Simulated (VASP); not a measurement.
A run of VASP 6.6.1:

Contents of INCAR:

```
SYSTEM = CaSe
PREC     = Accurate       ! precision mode
ENCUT    = 520            ! plane-wave cutoff, eV
EDIFF    = 1E-8           ! SCF threshold, eV
ISMEAR   = 0              ! smearing method
SIGMA    = 0.01           ! smearing width, eV
LREAL    = .False.        ! projectors in reciprocal space
LASPH    = .True.         ! aspherical terms in the spheres
NELM     = 100            ! most SCF steps
ALGO     = Normal         ! electronic algorithm
ISIF     = 2              ! what is computed and relaxed
LWAVE    = .False.        ! write WAVECAR
LCHARG   = .False.        ! write CHGCAR
METAGGA  = R2SCAN         ! meta-GGA
LMIXTAU  = .True.       
NBANDS   = 15             ! bands
IBRION   = 6              ! ionic algorithm
NFREE    = 2            
POTIM    = 0.015          ! step
NSW      = 1              ! ionic steps
```

Contents of KPOINTS:

```
Automatic mesh
0
Gamma
  8 8 8
  0 0 0
```

POSCAR

```
CaSe
1.0
    2.7816600659      2.7816600659      0.0000000000
   -2.7816600659      2.7816600659      0.0000000000
    0.0000000000      2.7816600659      2.7816600659
Ca Se
1 1
Direct
    0.0000000000      0.0000000000      0.0000000000
    0.5000000000      0.5000000000      0.0000000000
```

Potentials or basis: VASP PAW PBE potentials, release 64 (Ca_sv, Se).

Launch:

```bash
$ cat potpaw_PBE.64/Ca_sv/POTCAR potpaw_PBE.64/Se/POTCAR > POTCAR
$ mpirun -np 1 vasp_std > vasp.out
```

Hardware: 1 thread of AMD EPYC 9R45 (Zen 5), with other jobs on the host.

**Question.** Estimate the wall time of this run.

**Answer.** It took 12 min on 1 thread of AMD EPYC 9R45 (Zen 5), on a shared host, peak memory 0.17 GiB. Counts: scf iterations 66, k points 29.
